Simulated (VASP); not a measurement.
# As (R-3m) in VASP: notebook

Aim: see how the results for As move with the level of theory and the settings. Levels: PBEsol, r2SCAN. Tasks: single point.

Program: VASP 6.6.1. These are calculated values, not measurements. Logs are shortened: lines on timing, memory, paths and dates and some standing lists are left out, and cuts for length are marked.

## 1. The cell of the first run

Symmetry: R-3m, No. 166, trigonal system. Conventional cell: a = 3.762 Å, b = 3.762 Å, c = 10.542 Å, α = 90.00°, β = 90.00°, γ = 120.00°. Within 3.3 Å of As (site symmetry 3m) lie 6 As at 2.51 to 3.14 Å.

## 2. Single point, PBEsol

INCAR reads:

```
  PREC = Accurate
  ENCUT = 600
  EDIFF = 1E-6
  ISMEAR = 0
  SIGMA = 0.02
  LREAL = False
  LASPH = True
  NELM = 120
  ALGO = Normal
  ISIF = 2
  LWAVE = False
  LCHARG = False
  GGA = PS
  NBANDS = 22
  GGA_COMPAT = False
```

KPOINTS reads:

```
Automatic mesh
0
Gamma
  9 9 9
```

POSCAR reads:

```
As
1.0
    1.8807968987      1.0858785957      3.5140619945
   -1.8807968987      1.0858785957      3.5140619945
    0.0000000000     -2.1717571915      3.5140619945
As
2
Direct
    0.2260000000      0.2260000000      0.2260000000
    0.7740000000      0.7740000000      0.7740000000
```

Potentials or basis: VASP PAW PBE potentials, release 64 (As_d).

Run with:

```console
> cat potpaw_PBE.64/As_d/POTCAR > POTCAR
> mpirun -np 1 vasp_std > vasp.out
```

OUTCAR:

```text
PREC = Accurate
   ENCUT = 600
   EDIFF = 1E-6
   ISMEAR = 0
   LREAL = False
   LASPH = True
   NELM = 120
   ISIF = 2
   GGA = PS

 ion  position               nearest neighbor table
   1  0.226  0.226  0.226-   2 2.51   2 2.51   2 2.51
   2  0.774  0.774  0.774-   1 2.51   1 2.51   1 2.51

  LATTYP: Found a trigonal (rhomboedric) cell.
 ALAT       =     4.1310000000
 COS(alpha) =     0.5854247172

  Lattice vectors:

 A1 = (   1.8807968987,   1.0858785957,   3.5140619945)
 A2 = (  -1.8807968987,   1.0858785957,   3.5140619945)
 A3 = (   0.0000000000,  -2.1717571915,   3.5140619945)

Analysis of symmetry for initial positions (statically):
=====================================================================
 Subroutine PRICEL returns:
 Original cell was already a primitive cell.

 Routine SETGRP: Setting up the symmetry group for a
 trigonal (rhombohedral) supercell.

 Subroutine GETGRP returns: Found 12 space group operations
 (whereof 12 operations were pure point group operations)
 out of a pool of 12 trial point group operations.

The static configuration has the point symmetry D_3d.

Analysis of symmetry for dynamics (positions and initial velocities):
=====================================================================
 Subroutine PRICEL returns:
 Original cell was already a primitive cell.

 Routine SETGRP: Setting up the symmetry group for a
 trigonal (rhombohedral) supercell.

 Subroutine GETGRP returns: Found 12 space group operations
 (whereof 12 operations were pure point group operations)
 out of a pool of 12 trial point group operations.

The dynamic configuration has the point symmetry D_3d.

 Subroutine INISYM returns: Found 12 space group operations
 (whereof 12 operations are pure point group operations),
 and found     1 'primitive' translations

----------------------------------------------------------------------------------------

                                     Primitive cell

  volume of cell :      43.0610

  direct lattice vectors                    reciprocal lattice vectors
     1.880796899  1.085878596  3.514061995     0.265844760  0.153485544  0.094856987
    -1.880796899  1.085878596  3.514061995    -0.265844760  0.153485544  0.094856987
     0.000000000 -2.171757191  3.514061995     0.000000000 -0.306971087  0.094856987

  length of vectors
[... 78 lines left out ...]
   LSORBIT =      F    spin-orbit coupling
   LASPH  =      T    aspherical Exc in radial PAW
   ENCUT  =  600.0 eV  44.10 Ry    6.64 a.u.   8.25  8.25  8.25*2*pi/ulx,y,z
   NELM   =    120;   NELMIN=  2; NELMDL= -5     # of ELM steps
   EDIFF  = 0.1E-05   stopping-criterion for ELM
   LREAL  =      F    real-space projection
   EDIFFG = 0.1E-04   stopping-criterion for IOM
   NSW    =      0    number of steps for IOM
   IBRION =     -1    ionic relax: 0-MD 1-quasi-New 2-CG
   NFREE  =      0    steps in history (QN), initial steepest desc. (CG)
   ISIF   =      2    stress and relaxation
   ISYM   =      2    0-nonsym 1-usesym 2-fastsym
   POTIM  = 0.5000    time-step for ionic-motion
   TEBEG  =    0.0;   TEEND  =   0.0 temperature during run
   PSTRESS=    0.0 pullay stress
   NELECT =      30.0000    total number of electrons
   NUPDOWN=      -1.0000    fix difference up-down
   EMIN   =  10.00;   EMAX   =-10.00  energy-range for DOS
   EFERMI =   0.00;   METHOD = LEGACY
   ISMEAR =     0;   SIGMA  =   0.02  broadening in eV -4-tet -1-fermi 0-gaus
   EFERMI_NEDOS =   21; number of points for ismear=-14 and -15
   IALGO  =     38    algorithm
   IMIX   =      4    mixing-type and parameters
     AMIX     =   0.40;   BMIX     =  1.00
     AMIX_MAG =   1.60;   BMIX_MAG =  1.00
  volume/ion in A,a.u.               =      21.53       145.29
  Fermi-wavevector in a.u.,A,eV,Ry     =   1.451289  2.742539 28.657140  2.106240
  Thomas-Fermi vector in A             =   2.568803
   LORBIT       =      0    0 simple, 1 ext, 2 COOP (PROOUT), +10 PAW based schemes
   GGA     = PS    functional components
   LHFCALC =     F    Hartree Fock is set to
   AEXX    =    0.0000 exact exchange contribution
   IVDW    =     0    specifies the selected vdW correction
   LEPSILON=     F    determine dielectric tensor
   LRPA    =     F    only Hartree local field effects (RPA)
 non-spin polarized calculation
 Gauss-broadening in eV      SIGMA  =   0.02
  energy-cutoff  :      600.00
  volume of cell :       43.06
 maximum number of plane-waves:      1461
 NGX is ok and might be reduce to    36
   NGX = 17   NGY = 17   NGZ = 17

 number of electron      30.0000004 magnetization

 Free energy of the ion-electron system (eV)
  ---------------------------------------------------
  ext. energy  EPLUGINS =         0.00000000
  ---------------------------------------------------
  free energy    TOTEN  =       -10.23938969 eV

  energy without entropy =      -10.23937920  energy(sigma->0) =      -10.23938444

 E-fermi :   3.6320     XC(G=0): -10.8482

 val. band max:        3.5980677107   @ k =   0.3333   0.2222   0.2222
 cond. band min:       3.6658825513   @ k =   0.4444   0.3333   0.3333
 fundamental gap:      0.0678148405
 Fermi energy:         3.6319751555

 k-point     1 :       0.0000    0.0000    0.0000
  band No.  band energies     occupation
      1     -32.5581      2.00000
      2     -32.5581      2.00000
      3     -32.5114      2.00000
      4     -32.5114      2.00000
      5     -32.4785      2.00000
      6     -32.4401      2.00000
[... 589 lines left out ...]
     21      15.0786      0.00000
     22      16.4516      0.00000

 [... further k-points ...]

------------------------ aborting loop because EDIFF is reached ----------------------------------------

  FORCE on cell =-STRESS in cart. coord.  units (eV):
  Direction    XX          YY          ZZ          XY          YZ          ZX
  --------------------------------------------------------------------------------------
  -------------------------------------------------------------------------------------
  Total        0.1817670      0.1817670      0.0360380      0.0000000     -0.0000000      0.0000000
  in kB        6.7630370      6.7630370      1.3408737      0.0000000     -0.0000000      0.0000000
  external PRESSURE =       4.9556492 kB  Pullay stress =       0.0000000 kB

 VOLUME and BASIS-vectors are now :
 -----------------------------------------------------------------------------
  energy-cutoff  :      600.00
  volume of cell :       43.06
      direct lattice vectors                 reciprocal lattice vectors
     1.880796899  1.085878596  3.514061995     0.265844760  0.153485544  0.094856987
    -1.880796899  1.085878596  3.514061995    -0.265844760  0.153485544  0.094856987
     0.000000000 -2.171757191  3.514061995     0.000000000 -0.306971087  0.094856987

 POSITION                                       TOTAL-FORCE (eV/Angst)
 -----------------------------------------------------------------------------------
      0.00000     -0.00000      2.38253         0.000000     -0.000000      0.381896
      0.00000     -0.00000      8.15965         0.000000      0.000000     -0.381896
 -----------------------------------------------------------------------------------
    total drift:                               -0.000000      0.000000     -0.000000

  FREE ENERGIE OF THE ION-ELECTRON SYSTEM (eV)
  ---------------------------------------------------
  free  energy   TOTEN  =       -10.2393896855 eV

  energy  without entropy=      -10.2393791991  energy(sigma->0) =      -10.23938444
```

stdout:

```text
POSCAR found type information on POSCAR As
 POSCAR found :  1 types and       2 ions
 scaLAPACK will be used
 -----------------------------------------------------------------------------
|                                                                             |
|                                                                             |
|     You enforced a specific xc type in the INCAR file but a different       |
|     I HOPE YOU KNOW WHAT YOU ARE DOING!                                     |
|                                                                             |
 -----------------------------------------------------------------------------

 LDA part: xc-table for (Slater+PW92), standard interpolation
 POSCAR, INCAR and KPOINTS ok, starting setup
 FFT: planning ... GRIDC
 FFT: planning ... GRID_SOFT
 FFT: planning ... GRID
 WAVECAR not read
 entering main loop
```

Wall time 99 s (1 thread of Intel Xeon Platinum 8259CL at 2.50GHz (Skylake/Cascade Lake), shared host); peak memory 0.24 GiB.

What came out:

- Free energy: -10.2394 eV
- Pressure: 0.5 GPa
- Largest force: 0.382 eV/Å
- Band gap on the k mesh: zero (bands 15 and 16 overlap by 0.11 eV)

Forces on the atoms (eV/Å):
```
As   0.000  0.000  0.382
As   0.000  0.000 -0.382
```

Stress tensor (GPa, compression positive):
```
0.68 0.00 0.00
0.00 0.68 0.00
0.00 0.00 0.13
```

Caveat: the PAW data sets were made with another functional, which shifts forces and pressure a little.

## 3. Single point, r2SCAN

POSCAR is that of step 2.

INCAR.step1 reads:

```
SYSTEM = As
ALGO = Normal
EDIFF = 1E-4
ENCUT = 520
GGA = PE
ISMEAR = 1
LASPH = .TRUE.
LCHARG = .FALSE.
LREAL = .FALSE.
LWAVE = .TRUE.
NBANDS = 12
NELM = 80
PREC = Accurate
SIGMA = 0.05
```

INCAR.step2 reads:

```
SYSTEM = As
ALGO = Normal
EDIFF = 1E-6
ENCUT = 520
ISIF = 2
ISMEAR = 1
ISTART = 1
LASPH = .TRUE.
LCHARG = .FALSE.
LMIXTAU = .TRUE.
LREAL = .FALSE.
LWAVE = .FALSE.
METAGGA = R2SCAN
NBANDS = 12
NELM = 80
PREC = Accurate
SIGMA = 0.05
```

KPOINTS reads:

```
k-points
0
G
  12 12 12
  0 0 0
```

Potentials or basis: VASP PAW PBE potentials, release 64 (As).

Run with:

```console
> cat potpaw_PBE.64/As/POTCAR > POTCAR
> cp INCAR.step1 INCAR
> mpirun -np 1 vasp_std > vasp.out
> cp INCAR.step2 INCAR
> mpirun -np 1 vasp_std > vasp.out
```

Wall time 2 min (1 thread of Intel Xeon 6975P-C (Granite Rapids), shared host); peak memory 0.24 GiB.

Results (log left out):

* Free energy: -29.3764 eV
* Pressure: 2.0 GPa
* Largest force: 0.211 eV/Å
* Band gap on the k mesh: zero (bands 5 and 6 overlap by 0.29 eV)

Forces in eV/Å, atoms in the order of the input:
```
As   0.000  0.000  0.211
As   0.000  0.000 -0.211
```

Stress tensor (GPa, compression positive):
```
1.82 0.00 0.00
0.00 1.82 0.00
0.00 0.00 2.39
```

Levels at points of the mesh, in eV from the Fermi level:
```csv
k point,band 2,band 3,band 4,band 5,band 6,band 7,band 8,band 9
"(0.00, 0.00, 0.00)",-6.02,-2.77,-2.37,-2.37,1.59,2.89,2.89,7.21
"(0.50, 0.00, 0.00)",-11.72,-3.24,-3.13,-0.52,-0.27,0.44,1.40,9.47
"(0.50, 0.50, 0.00)",-10.29,-6.30,-4.54,-4.53,1.53,5.61,7.24,7.57
"(0.50, 0.50, 0.50)",-10.47,-2.10,-2.10,-0.57,0.68,0.68,1.90,8.59
```

Caveat: the PAW data sets were made with another functional, which shifts forces and pressure a little.
